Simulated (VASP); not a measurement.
# CuO in VASP: notebook

The runs below take CuO through single point, with PBE+U.

Program: VASP 6.6.1. These are calculated values, not measurements. Logs are shortened: lines on timing, memory, paths and dates and some standing lists are left out, and cuts for length are marked.

### 1 The cell of the first run

The typed cell holds 8 atoms: a = 4.187 Å, b = 4.152 Å, c = 5.218 Å, α = 90.00°, β = 90.01°, γ = 90.00°.

### 2 Single point, PBE+U, collinear spin

The input, INCAR:

```
PREC = Accurate
ENCUT = 520
EDIFF = 1E-6
ISMEAR = 0
SIGMA = 0.05
LREAL = F
LASPH = T
NELM = 150
ALGO = Normal
ISIF = 2
LWAVE = F
LCHARG = T
ISPIN = 2
MAGMOM = 1 1 -1 -1 0 0 0 0
LORBIT = 11
LMAXMIX = 4
LDAU = T
LDAUTYPE = 2
LDAUL = 2 -1
LDAUU = 4 0
LDAUJ = 0 0
LDAUPRINT = 1
GGA = PE
LELF = T
LVHAR = T
NBANDS = 48
```

The input, KPOINTS:

```
Automatic mesh
0
Gamma
  4 4 3
```

The input, POSCAR:

```
CuO
1.0
    4.1744184050      0.0000000000      0.3305692971
    0.0000000000      4.1521210669      0.0000000000
   -0.4124906602      0.0000000000      5.2015957502
Cu O
4 4
Direct
    0.2500000000      0.2500000000      0.0000000000
    0.2500000000     -0.2500000000      0.5000000000
    0.7500000000      0.7500000000      0.0000000000
    0.7500000000      0.2500000000      0.5000000000
    0.5000000000     -0.0000352670      0.2500000000
    0.5000000000      0.0000352670      0.7500000000
    1.0000000000      0.4999647330      0.2500000000
    1.0000000000      0.5000352670      0.7500000000
```

Potentials or basis: VASP PAW PBE potentials, release 64 (Cu, O).

The run is started by

```bash
cat potpaw_PBE.64/Cu/POTCAR potpaw_PBE.64/O/POTCAR > POTCAR
mpirun -np 1 vasp_std > vasp.out
```

OUTCAR:

```text
PREC = Accurate
   ENCUT = 520
   EDIFF = 1E-6
   ISMEAR = 0
   LREAL = F
   LASPH = T
   NELM = 150
   ISIF = 2
   ISPIN = 2
   LORBIT = 11
   GGA = PE

 ion  position               nearest neighbor table
   1  0.250  0.250  0.000-   6 1.97   7 1.97   5 1.97   8 1.97
   2  0.250  0.750  0.500-   5 1.97   8 1.97   7 1.97   6 1.97
   3  0.750  0.750  0.000-   5 1.97   8 1.97   7 1.97   6 1.97
   4  0.750  0.250  0.500-   6 1.97   7 1.97   5 1.97   8 1.97
   5  0.500  1.000  0.250-   2 1.97   3 1.97   1 1.97   4 1.97
   6  0.500  0.000  0.750-   1 1.97   4 1.97   3 1.97   2 1.97
   7  0.000  0.500  0.250-   1 1.97   4 1.97   3 1.97   2 1.97
   8  0.000  0.500  0.750-   2 1.97   3 1.97   1 1.97   4 1.97

  LATTYP: Found a simple monoclinic cell.
 ALAT       =     4.1874867260
 B/A-ratio  =     0.9915544427
 C/A-ratio  =     1.2460757196
 COS(beta)  =    -0.0001107896

  Lattice vectors:

 A1 = (   4.1744184050,   0.0000000000,   0.3305692971)
 A2 = (   0.0000000000,   4.1521210669,   0.0000000000)
 A3 = (  -0.4124906602,   0.0000000000,   5.2015957502)

Analysis of symmetry for initial positions (statically):
=====================================================================
 Subroutine PRICEL returns following result:

  LATTYP: Found a base centered monoclinic cell.
 ALAT       =     4.1874867260
 B/A-ratio  =     0.9915544427
 C/A-ratio  =     1.2460757196
 COS(beta)  =    -0.0001107896
[... 12 lines left out ...]
 Subroutine GETGRP returns: Found  4 space group operations
 (whereof  2 operations were pure point group operations)
 out of a pool of  4 trial point group operations.

The static configuration has the point symmetry S_2 .
 The point group associated with its full space group is C_2h.

Analysis of symmetry for dynamics (positions and initial velocities):
=====================================================================
 Subroutine PRICEL returns following result:

  LATTYP: Found a base centered monoclinic cell.
 ALAT       =     4.1874867260
 B/A-ratio  =     0.9915544427
 C/A-ratio  =     1.2460757196
 COS(beta)  =    -0.0001107896
[... 12 lines left out ...]
 Subroutine GETGRP returns: Found  4 space group operations
 (whereof  2 operations were pure point group operations)
 out of a pool of  4 trial point group operations.

The dynamic configuration has the point symmetry S_2 .
 The point group associated with its full space group is C_2h.

Analysis of structural, dynamic, and magnetic symmetry:
=====================================================================
 Subroutine PRICEL returns following result:

  LATTYP: Found a base centered monoclinic cell.
 ALAT       =     4.1874867260
 B/A-ratio  =     0.9915544427
 C/A-ratio  =     1.2460757196
 COS(beta)  =    -0.0001107896
[... 12 lines left out ...]
 Subroutine GETGRP returns: Found  4 space group operations
 (whereof  2 operations were pure point group operations)
 out of a pool of  4 trial point group operations.

The overall configuration has the point symmetry S_2 .
 The point group associated with its full space group is C_2h.

 Subroutine INISYM returns: Found  4 space group operations
 (whereof  2 operations are pure point group operations),
 and found     2 'primitive' translations

----------------------------------------------------------------------------------------

                                     Primitive cell

  volume of cell :      45.3619

[... 100 lines left out ...]
   NUPDOWN=      -1.0000    fix difference up-down
   EMIN   =  10.00;   EMAX   =-10.00  energy-range for DOS
   EFERMI =   0.00;   METHOD = LEGACY
   ISMEAR =     0;   SIGMA  =   0.05  broadening in eV -4-tet -1-fermi 0-gaus
   EFERMI_NEDOS =   21; number of points for ismear=-14 and -15
   IALGO  =     38    algorithm
   IMIX   =      4    mixing-type and parameters
     AMIX     =   0.40;   BMIX     =  1.00
     AMIX_MAG =   1.60;   BMIX_MAG =  1.00
  volume/ion in A,a.u.               =      11.34        76.53
  Fermi-wavevector in a.u.,A,eV,Ry     =   1.487090  2.810193 30.088437  2.211438
  Thomas-Fermi vector in A             =   2.600295
   LORBIT       =     11    0 simple, 1 ext, 2 COOP (PROOUT), +10 PAW based schemes
 LDA+U is selected, type is set to LDAUTYPE =  2
   angular momentum for each species LDAUL =     2   -1
   U (eV)           for each species LDAUU =   4.0  0.0
   J (eV)           for each species LDAUJ =   0.0  0.0
   GGA     = PE    functional components
   LHFCALC =     F    Hartree Fock is set to
   AEXX    =    0.0000 exact exchange contribution
   IVDW    =     0    specifies the selected vdW correction
   LEPSILON=     F    determine dielectric tensor
   LRPA    =     F    only Hartree local field effects (RPA)
 spin polarized calculation
 Gauss-broadening in eV      SIGMA  =   0.05
  energy-cutoff  :      520.00
  volume of cell :       90.72
 maximum number of plane-waves:      2469
   NGX = 15   NGY = 15   NGZ = 19

 number of electron      68.0000049 magnetization       0.0000000

atom =   1  type =  1  l = 2

 onsite density matrix

spin component  1
[... 116 lines left out ...]
  o =  0.4288  v =  0.0567 -0.7161 -0.0947 -0.6870  0.0549  0.0000  0.0000  0.0000  0.0000  0.0000      0.0000  0.0000  0.0000  0.0000  0.0000  0.0000  0.0000  0.0000  0.0000  0.0000
  o =  0.9387  v =  0.8855  0.0703  0.4535 -0.0652 -0.0311  0.0000  0.0000  0.0000  0.0000  0.0000      0.0000  0.0000  0.0000  0.0000  0.0000  0.0000  0.0000  0.0000  0.0000  0.0000
  o =  0.9467  v =  0.0000  0.0000  0.0000  0.0000  0.0000  0.8834  0.0701  0.4578 -0.0603  0.0385      0.0000  0.0000  0.0000  0.0000  0.0000  0.0000  0.0000  0.0000  0.0000  0.0000
  o =  0.9666  v =  0.1256  0.0103 -0.1656  0.1002  0.9730  0.0000  0.0000  0.0000  0.0000  0.0000      0.0000  0.0000  0.0000  0.0000  0.0000  0.0000  0.0000  0.0000  0.0000  0.0000
  o =  0.9675  v = -0.0551  0.6935 -0.0981 -0.7094  0.0561  0.0000  0.0000  0.0000  0.0000  0.0000      0.0000  0.0000  0.0000  0.0000  0.0000  0.0000  0.0000  0.0000  0.0000  0.0000
  o =  0.9688  v =  0.0000  0.0000  0.0000  0.0000  0.0000  0.1204  0.0091 -0.1588 -0.0559 -0.9783      0.0000  0.0000  0.0000  0.0000  0.0000  0.0000  0.0000  0.0000  0.0000  0.0000
  o =  0.9693  v =  0.0000  0.0000  0.0000  0.0000  0.0000 -0.0601  0.7586 -0.0887 -0.6407  0.0507      0.0000  0.0000  0.0000  0.0000  0.0000  0.0000  0.0000  0.0000  0.0000  0.0000
  o =  0.9770  v =  0.4402  0.0346 -0.8650  0.1022 -0.2150  0.0000  0.0000  0.0000  0.0000  0.0000      0.0000  0.0000  0.0000  0.0000  0.0000  0.0000  0.0000  0.0000  0.0000  0.0000
  o =  0.9778  v =  0.0000  0.0000  0.0000  0.0000  0.0000  0.4460  0.0352 -0.8640  0.1343  0.1878      0.0000  0.0000  0.0000  0.0000  0.0000  0.0000  0.0000  0.0000  0.0000  0.0000
  o =  1.0172  v =  0.0000  0.0000  0.0000  0.0000  0.0000  0.0512 -0.6468 -0.1037 -0.7514  0.0601      0.0000  0.0000  0.0000  0.0000  0.0000  0.0000  0.0000  0.0000  0.0000  0.0000

 number of electron      68.0000049 magnetization      -0.0000000

 Free energy of the ion-electron system (eV)
  ---------------------------------------------------
  ext. energy  EPLUGINS =         0.00000000
  ---------------------------------------------------
  free energy    TOTEN  =       -34.61712808 eV

  energy without entropy =      -34.61712789  energy(sigma->0) =      -34.61712798

 E-fermi :   4.5362     XC(G=0): -11.1278

 val. band max:        4.3885247487   @ k =   0.0000   0.0000   0.0000
 cond. band min:       4.6893054829   @ k =   0.5000   0.0000   0.3333
 fundamental gap:      0.3007807342
 Fermi energy:         4.5361725938

 spin component 1

 k-point     1 :       0.0000    0.0000    0.0000
  band No.  band energies     occupation
      1     -14.7329      1.00000
      2     -13.6024      1.00000
      3     -13.4655      1.00000
      4     -13.2377      1.00000
      5      -3.4908      1.00000
      6      -2.3586      1.00000
[... 1018 lines left out ...]
     45      16.2749      0.00000
     46      16.2749      0.00000
 Fermi energy:         4.5361725938

 spin component 2

 k-point     1 :       0.0000    0.0000    0.0000
  band No.  band energies     occupation
      1     -14.7329      1.00000
      2     -13.6024      1.00000
      3     -13.4655      1.00000
      4     -13.2377      1.00000
      5      -3.4908      1.00000
      6      -2.3586      1.00000
[... 1018 lines left out ...]
     45      16.2749      0.00000
     46      16.2749      0.00000
 [bands above 46 left out]

------------------------ aborting loop because EDIFF is reached ----------------------------------------

  FORCE on cell =-STRESS in cart. coord.  units (eV):
  Direction    XX          YY          ZZ          XY          YZ          ZX
  --------------------------------------------------------------------------------------
  -------------------------------------------------------------------------------------
  Total       -1.1580587     -1.7424854     -1.8833679      0.0000000      0.0000000      0.0572345
  in kB      -20.4512490    -30.7721903    -33.2601663      0.0000000      0.0000000      1.0107587
  external PRESSURE =     -28.1612019 kB  Pullay stress =       0.0000000 kB

 VOLUME and BASIS-vectors are now :
 -----------------------------------------------------------------------------
  energy-cutoff  :      520.00
  volume of cell :       90.72
      direct lattice vectors                 reciprocal lattice vectors
     4.174418405  0.000000000  0.330569297     0.238059370  0.000000000  0.018878296
     0.000000000  4.152121067  0.000000000     0.000000000  0.240840762  0.000000000
    -0.412490660  0.000000000  5.201595750    -0.015129034  0.000000000  0.191048952

 POSITION                                       TOTAL-FORCE (eV/Angst)
 -----------------------------------------------------------------------------------
      1.04360      1.03803      0.08264         0.000000      0.000000      0.000000
      0.83736      3.11409      2.68344         0.000000     -0.000000      0.000000
      3.13081      3.11409      0.24793         0.000000      0.000000      0.000000
      2.92457      1.03803      2.84872         0.000000     -0.000000      0.000000
      1.98409      4.15197      1.46568        -0.000000     -0.000084     -0.000000
      1.77784      0.00015      4.06648         0.000000      0.000084     -0.000000
     -0.10312      2.07591      1.30040        -0.000000     -0.000084     -0.000000
     -0.30937      2.07621      3.90120         0.000000      0.000084     -0.000000
 -----------------------------------------------------------------------------------
    total drift:                                0.000000      0.000000     -0.000000

  FREE ENERGIE OF THE ION-ELECTRON SYSTEM (eV)
  ---------------------------------------------------
  free  energy   TOTEN  =       -34.6171280811 eV

  energy  without entropy=      -34.6171278860  energy(sigma->0) =      -34.61712798

 total charge

# of ion       s       p       d       tot
------------------------------------------
    1        0.379   0.370   9.138   9.887
    2        0.379   0.370   9.138   9.887
    3        0.379   0.370   9.138   9.887
    4        0.379   0.370   9.138   9.887
    5        1.561   3.410   0.000   4.971
    6        1.561   3.410   0.000   4.971
    7        1.561   3.410   0.000   4.971
    8        1.561   3.410   0.000   4.971
--------------------------------------------------
tot          7.762  15.119  36.552  59.433

 magnetization (x)

# of ion       s       p       d       tot
------------------------------------------
    1       -0.004  -0.002   0.602   0.596
    2       -0.004  -0.002   0.602   0.596
    3        0.004   0.002  -0.602  -0.596
    4        0.004   0.002  -0.602  -0.596
    5        0.000   0.000   0.000   0.000
    6        0.000   0.000   0.000   0.000
    7        0.000   0.000   0.000   0.000
    8        0.000   0.000   0.000   0.000
--------------------------------------------------
tot          0.000   0.000   0.000   0.000
```

Wall time 2.5 min (1 thread of Intel Xeon Platinum 8488C (Sapphire Rapids), shared host); peak memory 0.3 GiB.

Results:

```
Free energy                                           : -34.6171 eV
Pressure                                              : -2.8 GPa
Band gap on the k mesh                                : 0.30 eV
Net moment                                            : 0.00 μB per cell
Site moments                                          : Cu +0.60, -0.60 (each value once); O +0.00 μB
Valence electrons inside the program's atomic spheres : Cu 9.89; O 4.97
```

Eigenvalues of the final occupation matrices:
```tsv
site	spin	trace	eigenvalues
site 1 d	1	4.88	0.95 0.97 0.97 0.98 1.02
site 1 d	2	4.28	0.43 0.94 0.97 0.97 0.98
site 2 d	1	4.88	0.95 0.97 0.97 0.98 1.02
site 2 d	2	4.28	0.43 0.94 0.97 0.97 0.98
site 3 d	1	4.28	0.43 0.94 0.97 0.97 0.98
site 3 d	2	4.88	0.95 0.97 0.97 0.98 1.02
site 4 d	1	4.28	0.43 0.94 0.97 0.97 0.98
site 4 d	2	4.88	0.95 0.97 0.97 0.98 1.02
```

Caveat: an odd mesh through Γ misses points on the zone boundary, where band edges can lie.

### 3 Single point, PBE+U, collinear spin

This run uses another cell than the first one, of the same volume but with other edges.

The input, INCAR:

```
SYSTEM = CuO
PREC     = Accurate       ! precision mode
ENCUT    = 520            ! plane-wave cutoff, eV
EDIFF    = 1E-6           ! SCF threshold, eV
ISMEAR   = 0              ! smearing method
SIGMA    = 0.05           ! smearing width, eV
LREAL    = .FALSE.        ! projectors in reciprocal space
LASPH    = .TRUE.         ! aspherical terms in the spheres
NELM     = 150            ! most SCF steps
ALGO     = Normal         ! electronic algorithm
ISIF     = 2              ! what is computed and relaxed
LWAVE    = .FALSE.        ! write WAVECAR
LCHARG   = .FALSE.        ! write CHGCAR
ISPIN    = 2              ! spin polarisation
MAGMOM   = 1 1 1 1 0 0 0 0 ! initial moments
LORBIT   = 11             ! projections on sites
LMAXMIX  = 4              ! l up to which the mixer works
LDAU     = .TRUE.         ! DFT+U
LDAUTYPE = 2            
LDAUL    = 2 -1           ! shell
LDAUU    = 4 0            ! U, eV
LDAUJ    = 0 0          
LDAUPRINT= 1            
GGA      = PE             ! functional
NBANDS   = 48             ! bands
```

The input, KPOINTS:

```
regular mesh
0
G
  4 4 4
  0 0 0
```

The input, POSCAR:

```
CuO
1.0
    4.1744184050      0.0000000000      0.3305692971
    0.0000000000      4.1521210669      0.0000000000
    1.6747185423      2.0760605335      5.3668803988
Cu O
4 4
Direct
    0.2500000000      0.2500000000      0.0000000000
    0.0000000000     -0.5000000000      0.5000000000
    0.7500000000      0.7500000000      0.0000000000
    0.5000000000      0.0000000000      0.5000000000
    0.3750000000     -0.1250352670      0.2500000000
    0.1250000000     -0.3749647330      0.7500000000
    0.8750000000      0.3749647330      0.2500000000
    0.6250000000      0.1250352670      0.7500000000
```

Potentials or basis: VASP PAW PBE potentials, release 64 (Cu, O).

The run is started by

```bash
cat potpaw_PBE.64/Cu/POTCAR potpaw_PBE.64/O/POTCAR > POTCAR
mpirun -np 1 vasp_std > vasp.out
```

Wall time 3.1 min (1 thread of Intel Xeon Platinum 8488C (Sapphire Rapids), shared host); peak memory 0.33 GiB.

Results (log left out):

```
Free energy                                           : -34.4817 eV
Pressure                                              : -2.6 GPa
Band gap on the k mesh                                : zero (filled and empty bands overlap)
Net moment                                            : 3.97 μB per cell
Site moments                                          : Cu +0.64; O +0.31 μB
Valence electrons inside the program's atomic spheres : Cu 9.88; O 4.98
```

Stress tensor (GPa, compression positive):
```
-2.57  0.00  0.02
 0.00 -2.48  0.00
 0.02  0.00 -2.87
```

Levels at points of the mesh, in eV from the Fermi level:
Spin up:
```csv
k point,band 34,band 35,band 36,band 37,band 38,band 39
"(0.00, 0.00, 0.00)",-1.90,-0.28,-0.26,1.27,4.30,4.30
"(0.50, 0.00, 0.00)",-1.86,-0.89,-0.89,4.32,4.32,5.45
"(0.00, 0.50, 0.00)",-1.87,-0.89,-0.89,4.35,4.35,5.45
"(0.50, 0.50, 0.00)",-0.67,-0.43,-0.27,3.99,4.67,5.88
"(0.00, 0.00, 0.50)",-0.88,-0.88,0.19,2.61,3.43,3.43
"(0.50, 0.00, 0.50)",-1.86,-0.89,-0.89,4.32,4.32,5.45
```
Spin down:
```
           k point  band 29  band 30  band 31  band 32  band 33  band 34  band 35  band 36
(0.00, 0.00, 0.00)    -2.32    -2.07    -2.07    -1.50     0.84     0.84     1.52     1.77
(0.50, 0.00, 0.00)    -2.08    -2.08    -2.05    -2.05     0.51     0.51     1.29     1.29
(0.00, 0.50, 0.00)    -2.09    -2.09    -2.05    -2.05     0.50     0.50     1.30     1.30
(0.50, 0.50, 0.00)    -2.36    -2.34    -1.84    -1.39     0.87     1.49     1.71     1.74
(0.00, 0.00, 0.50)    -1.82    -1.80    -1.50    -1.50    -0.13     1.36     1.36     2.40
(0.50, 0.00, 0.50)    -2.08    -2.08    -2.05    -2.05     0.51     0.51     1.29     1.29
```

Eigenvalues of the final occupation matrices:
```csv
site,spin,trace,eigenvalues
site 1 d,1,4.90,0.95 0.97 0.97 0.98 1.02
site 1 d,2,4.25,0.41 0.94 0.96 0.97 0.97
site 2 d,1,4.90,0.95 0.97 0.97 0.98 1.02
site 2 d,2,4.25,0.41 0.94 0.96 0.97 0.97
site 3 d,1,4.90,0.95 0.97 0.97 0.98 1.02
site 3 d,2,4.25,0.41 0.94 0.96 0.97 0.97
site 4 d,1,4.90,0.95 0.97 0.97 0.98 1.02
site 4 d,2,4.25,0.41 0.94 0.96 0.97 0.97
```

Caveat: the k points lie up to 0.41 Å⁻¹ apart.
